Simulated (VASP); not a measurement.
# Pb (Fm-3m) in VASP: a series of runs

Pb is run at these levels: PBE; tasks: single point.

Everything below comes from runs of VASP 6.6.1. Logs are shortened: lines on timing, memory, paths and dates and some standing lists are left out, and cuts for length are marked.

**1. The cell of the first run**

The structure is cubic, space group Fm-3m (No. 225). The conventional cell has a = 5.041 Å, b = 5.041 Å, c = 5.041 Å, α = 90.00°, β = 90.00°, γ = 90.00°. Within 4.7 Å of Pb (site symmetry m-3m) lie 12 Pb at 3.56 Å.

**2. Single point, PBE**

File INCAR:

```
SYSTEM = Pb
PREC     = Accurate       ! precision mode
ENCUT    = 500            ! plane-wave cutoff, eV
EDIFF    = 1E-6           ! SCF threshold, eV
ISMEAR   = -1             ! smearing method
SIGMA    = 0.05           ! smearing width, eV
LREAL    = .FALSE.        ! projectors in reciprocal space
LASPH    = .TRUE.         ! aspherical terms in the spheres
NELM     = 120            ! most SCF steps
ALGO     = Normal         ! electronic algorithm
ISIF     = 2              ! what is computed and relaxed
LWAVE    = .FALSE.        ! write WAVECAR
LCHARG   = .FALSE.        ! write CHGCAR
GGA      = PE             ! functional
NBANDS   = 13             ! bands
GGA_COMPAT= .FALSE.
```

File KPOINTS:

```
Automatic mesh
0
G
  14 14 14
  0 0 0
```

File POSCAR:

```
Pb
1.0
    0.0000000000      2.5202669202      2.5202669202
    2.5202669202      0.0000000000      2.5202669202
    2.5202669202      2.5202669202      0.0000000000
Pb
1
Direct
    0.0000000000      0.0000000000      0.0000000000
```

Potentials or basis: VASP PAW PBE potentials, release 64 (Pb_d).

Launch:

```bash
cat potpaw_PBE.64/Pb_d/POTCAR > POTCAR
mpirun -np 1 vasp_std > vasp.out
```

OUTCAR:

```text
SYSTEM = Pb
   PREC = Accurate
   ENCUT = 500
   EDIFF = 1E-6
   ISMEAR = -1
   LREAL = .FALSE.
   LASPH = .TRUE.
   NELM = 120
   ISIF = 2
   GGA = PE

 ion  position               nearest neighbor table
   1  0.000  0.000  0.000-

  LATTYP: Found a face centered cubic cell.
 ALAT       =     5.0405338404

  Lattice vectors:

 A1 = (   0.0000000000,   2.5202669202,   2.5202669202)
 A2 = (   2.5202669202,   0.0000000000,   2.5202669202)
 A3 = (   2.5202669202,   2.5202669202,   0.0000000000)

Analysis of symmetry for initial positions (statically):
=====================================================================
 Subroutine PRICEL returns:
 Original cell was already a primitive cell.

 Routine SETGRP: Setting up the symmetry group for a
 face centered cubic supercell.

 Subroutine GETGRP returns: Found 48 space group operations
 (whereof 48 operations were pure point group operations)
 out of a pool of 48 trial point group operations.

The static configuration has the point symmetry O_h .

Analysis of symmetry for dynamics (positions and initial velocities):
=====================================================================
 Subroutine PRICEL returns:
 Original cell was already a primitive cell.

 Routine SETGRP: Setting up the symmetry group for a
 face centered cubic supercell.

 Subroutine GETGRP returns: Found 48 space group operations
 (whereof 48 operations were pure point group operations)
 out of a pool of 48 trial point group operations.

The dynamic configuration has the point symmetry O_h .

 Subroutine INISYM returns: Found 48 space group operations
 (whereof 48 operations are pure point group operations),
 and found     1 'primitive' translations

----------------------------------------------------------------------------------------

                                     Primitive cell

  volume of cell :      32.0162

  direct lattice vectors                    reciprocal lattice vectors
     0.000000000  2.520266920  2.520266920    -0.198391685  0.198391685  0.198391685
     2.520266920  0.000000000  2.520266920     0.198391685 -0.198391685  0.198391685
     2.520266920  2.520266920  0.000000000     0.198391685  0.198391685 -0.198391685

  length of vectors
     3.564195659  3.564195659  3.564195659     0.343624478  0.343624478  0.343624478

  position of ions in fractional coordinates (direct lattice)
     0.000000000  0.000000000  0.000000000

  ion indices of the primitive-cell ions
   primitive index   ion index
                 1           1

----------------------------------------------------------------------------------------

 KPOINTS: Automatic mesh

Automatic generation of k-mesh.
 Grid dimensions read from file:
 generate k-points for:   14   14   14

 Generating k-lattice:

  Cartesian coordinates                     Fractional coordinates (reciprocal lattice)
    -0.014170835  0.014170835  0.014170835     0.071428571  0.000000000  0.000000000
     0.014170835 -0.014170835  0.014170835     0.000000000  0.071428571  0.000000000
     0.014170835  0.014170835 -0.014170835     0.000000000  0.000000000  0.071428571

  Length of vectors
     0.024544606  0.024544606  0.024544606

  Shift w.r.t. Gamma in fractional coordinates (k-lattice)
     0.000000000  0.000000000  0.000000000

 Subroutine IBZKPT returns following result:
 ===========================================

 Found    104 irreducible k-points:

 Following reciprocal coordinates:
            Coordinates               Weight
  0.000000  0.000000  0.000000      1.000000
  0.071429  0.000000  0.000000      8.000000
  0.142857  0.000000  0.000000      8.000000
  0.214286  0.000000  0.000000      8.000000
  0.285714  0.000000  0.000000      8.000000
  0.357143  0.000000  0.000000      8.000000
[... 16 lines left out ...]
  0.214286  0.142857  0.000000     24.000000
  0.285714  0.142857  0.000000     24.000000
 [... further k-points ...]
   k-points           NKPTS =    104   k-points in BZ     NKDIM =    104   number of bands    NBANDS=     13
   number of dos      NEDOS =    301   number of ions     NIONS =      1
   total plane-waves  NPLWV =  21952
   dimension x,y,z NGX =    28 NGY =   28 NGZ =   28
   dimension x,y,z NGXF=    56 NGYF=   56 NGZF=   56
   ions per type =               1
   NGX,Y,Z   is equivalent  to a cutoff of  13.06, 13.06, 13.06 a.u.
   NGXF,Y,Z  is equivalent  to a cutoff of  26.12, 26.12, 26.12 a.u.
 SYSTEM =  Pb
   PREC   = accura    normal or accurate (medium, high low for compatibility)
   ISTART =      0    job   : 0-new  1-cont  2-samecut
   ICHARG =      2    charge: 1-file 2-atom 10-const
   ISPIN  =      1    spin polarized calculation?
   LNONCOLLINEAR =      F non collinear calculations
   LSORBIT =      F    spin-orbit coupling
   LASPH  =      T    aspherical Exc in radial PAW
   ENCUT  =  500.0 eV  36.75 Ry    6.06 a.u.   6.50  6.50  6.50*2*pi/ulx,y,z
   NELM   =    120;   NELMIN=  2; NELMDL= -5     # of ELM steps
   EDIFF  = 0.1E-05   stopping-criterion for ELM
   LREAL  =      F    real-space projection
   EDIFFG = 0.1E-04   stopping-criterion for IOM
   NSW    =      0    number of steps for IOM
   IBRION =     -1    ionic relax: 0-MD 1-quasi-New 2-CG
   NFREE  =      0    steps in history (QN), initial steepest desc. (CG)
   ISIF   =      2    stress and relaxation
   ISYM   =      2    0-nonsym 1-usesym 2-fastsym
   POTIM  = 0.5000    time-step for ionic-motion
   TEBEG  =    0.0;   TEEND  =   0.0 temperature during run
   PSTRESS=    0.0 pullay stress
   NELECT =      14.0000    total number of electrons
   NUPDOWN=      -1.0000    fix difference up-down
   EMIN   =  10.00;   EMAX   =-10.00  energy-range for DOS
   EFERMI =   0.00;   METHOD = LEGACY
   ISMEAR =    -1;   SIGMA  =   0.05  broadening in eV -4-tet -1-fermi 0-gaus
   EFERMI_NEDOS =   21; number of points for ismear=-14 and -15
   IALGO  =     38    algorithm
   IMIX   =      4    mixing-type and parameters
     AMIX     =   0.40;   BMIX     =  1.00
     AMIX_MAG =   1.60;   BMIX_MAG =  1.00
  volume/ion in A,a.u.               =      32.02       216.06
  Fermi-wavevector in a.u.,A,eV,Ry     =   1.242589  2.348153 21.007781  1.544028
  Thomas-Fermi vector in A             =   2.376937
   LORBIT       =      0    0 simple, 1 ext, 2 COOP (PROOUT), +10 PAW based schemes
   GGA     = PE    functional components
   LHFCALC =     F    Hartree Fock is set to
   AEXX    =    0.0000 exact exchange contribution
   IVDW    =     0    specifies the selected vdW correction
   LEPSILON=     F    determine dielectric tensor
   LRPA    =     F    only Hartree local field effects (RPA)
 non-spin polarized calculation
  energy-cutoff  :      500.00
  volume of cell :       32.02
 maximum number of plane-waves:       869
 NGX is ok and might be reduce to    28
   NGX = 13   NGY = 13   NGZ = 13

 number of electron      14.0000003 magnetization

 Free energy of the ion-electron system (eV)
  ---------------------------------------------------
  ext. energy  EPLUGINS =         0.00000000
  ---------------------------------------------------
  free energy    TOTEN  =        -3.56965782 eV

  energy without entropy =       -3.56585288  energy(sigma->0) =       -3.56775535

 E-fermi :   6.6978     XC(G=0):  -9.9266

 val. band max:        6.6887866694   @ k =   0.3571   0.2857   0.0000
 cond. band min:       6.7429697243   @ k =  -0.2857   0.2857   0.0714
 fundamental gap:      0.0541830549
 Fermi energy:         6.6978236274

 k-point     1 :       0.0000    0.0000    0.0000
  band No.  band energies     occupation
      1     -10.3486      2.00000
      2     -10.3486      2.00000
      3     -10.3486      2.00000
      4     -10.2304      2.00000
      5     -10.2304      2.00000
      6      -4.7091      2.00000
      7      13.6836      0.00000
      8      13.6836      0.00000
      9      13.6836      0.00000
     10      16.4122      0.00000
     11      17.3408      0.00000
     12      18.7816      0.00000
     13      18.7816      0.00000

 k-point     2 :       0.0714    0.0000    0.0000
  band No.  band energies     occupation
      1     -10.3484      2.00000
      2     -10.3422      2.00000
      3     -10.3422      2.00000
      4     -10.2308      2.00000
      5     -10.2308      2.00000
      6      -4.6164      2.00000
      7      12.5481      0.00000
      8      13.5677      0.00000
      9      13.5677      0.00000
     10      16.1336      0.00000
     11      17.9222      0.00000
     12      18.9891      0.00000
     13      18.9891      0.00000

 k-point     3 :       0.1429    0.0000    0.0000
  band No.  band energies     occupation
      1     -10.3488      2.00000
      2     -10.3278      2.00000
      3     -10.3278      2.00000
      4     -10.2283      2.00000
      5     -10.2283      2.00000
      6      -4.3386      2.00000
      7      10.4889      0.00000
      8      13.2726      0.00000
      9      13.2726      0.00000
     10      15.7724      0.00000
     11      18.8832      0.00000
     12      19.4451      0.00000
     13      19.4555      0.00000
[... 305 lines left out ...]
 k-point    23 :       0.2143    0.1429    0.0000
  band No.  band energies     occupation
      1     -10.3820      2.00000
      2     -10.2879      2.00000
      3     -10.2817      2.00000
      4     -10.2618      2.00000
      5     -10.1971      2.00000
      6      -3.8779      2.00000
      7       9.7119      0.00000
      8      11.5789      0.00000
      9      11.8330      0.00000
     10      15.1479      0.00000
     11      16.1439      0.00000
     12      20.3330      0.00000
     13      21.3766      0.00000

 k-point    24 :       0.2857    0.1429    0.0000
  band No.  band energies     occupation
      1     -10.3817      2.00000
      2     -10.2987      2.00000
      3     -10.2751      2.00000
      4     -10.2387      2.00000
      5     -10.1710      2.00000
      6      -3.3646      2.00000
      7       7.8045      0.00000
      8      11.1877      0.00000
      9      11.3715      0.00000
     10      14.9774      0.00000
     11      16.4755      0.00000
     12      19.8848      0.00000
     13      20.7800      0.00000

 [... further k-points ...]

------------------------ aborting loop because EDIFF is reached ----------------------------------------

  FORCE on cell =-STRESS in cart. coord.  units (eV):
  Direction    XX          YY          ZZ          XY          YZ          ZX
  --------------------------------------------------------------------------------------
  -------------------------------------------------------------------------------------
  Total       -0.0071213     -0.0071213     -0.0071213      0.0000000     -0.0000000      0.0000000
  in kB       -0.3563680     -0.3563680     -0.3563680      0.0000000     -0.0000000      0.0000000
  external PRESSURE =      -0.3563680 kB  Pullay stress =       0.0000000 kB

 VOLUME and BASIS-vectors are now :
 -----------------------------------------------------------------------------
  energy-cutoff  :      500.00
  volume of cell :       32.02
      direct lattice vectors                 reciprocal lattice vectors
     0.000000000  2.520266920  2.520266920    -0.198391685  0.198391685  0.198391685
     2.520266920  0.000000000  2.520266920     0.198391685 -0.198391685  0.198391685
     2.520266920  2.520266920  0.000000000     0.198391685  0.198391685 -0.198391685

 POSITION                                       TOTAL-FORCE (eV/Angst)
 -----------------------------------------------------------------------------------
      0.00000      0.00000      0.00000         0.000000     -0.000000     -0.000000
 -----------------------------------------------------------------------------------
    total drift:                               -0.000000     -0.000000     -0.000000

  FREE ENERGIE OF THE ION-ELECTRON SYSTEM (eV)
  ---------------------------------------------------
  free  energy   TOTEN  =        -3.5696578154 eV

  energy  without entropy=       -3.5658528804  energy(sigma->0) =       -3.56775535
```

Run time: 21 s. Hardware: 1 thread of AMD EPYC 9R14 (Zen 4), shared host; peak memory 0.15 GiB.

What came out:

```yaml
Free_energy: -3.5697 eV
Pressure: 0.0 GPa
Band_gap_on_the_k_mesh: zero (band 7 reaches 13.68 eV, above the bottom of band 8 at 5.24 eV)
```

Caveat: spin-orbit coupling is left out, which moves the levels of the heavy elements.

**3. Single point, PBE**

File INCAR:

```
PREC = Accurate
ENCUT = 500
EDIFF = 1E-6
ISMEAR = -1
SIGMA = 0.05
LREAL = False
LASPH = True
NELM = 120
ALGO = Normal
ISIF = 2
LWAVE = False
LCHARG = False
GGA = PE
NBANDS = 13
GGA_COMPAT = False
```

File KPOINTS:

```
Automatic mesh
0
Gamma
  14 14 14
```

POSCAR is that of step 2.

Potentials or basis: VASP PAW PBE potentials, release 64 (Pb_d).

Launch:

```bash
cat potpaw_PBE.64/Pb_d/POTCAR > POTCAR
mpirun -np 1 vasp_std > vasp.out
```

It took 21 s on 1 thread of AMD EPYC 9R14 (Zen 4), shared host; peak memory 0.15 GiB.

The run converged. Its results:

```
Free energy            : -3.5697 eV
Pressure               : 0.0 GPa
Band gap on the k mesh : zero (band 7 reaches 13.68 eV, above the bottom of band 8 at 5.24 eV)
```

Levels at points of the mesh, in eV from the Fermi level:
| k point | band 3 | band 4 | band 5 | band 6 | band 7 | band 8 | band 9 | band 10 | band 11 | band 12 |
| --- | --- | --- | --- | --- | --- | --- | --- | --- | --- | --- |
| (0.00, 0.00, 0.00) | -17.05 | -16.93 | -16.93 | -11.41 | 6.99 | 6.99 | 6.99 | 9.71 | 10.64 | 12.08 |
| (0.50, 0.00, 0.00) | -17.04 | -16.81 | -16.81 | -8.09 | -3.95 | 5.27 | 5.27 | 8.98 | 9.19 | 10.88 |
| (0.50, 0.50, 0.00) | -16.82 | -16.78 | -16.78 | -6.81 | -3.07 | 1.98 | 1.98 | 5.21 | 6.47 | 17.94 |

Caveat: spin-orbit coupling is left out, which moves the levels of the heavy elements.
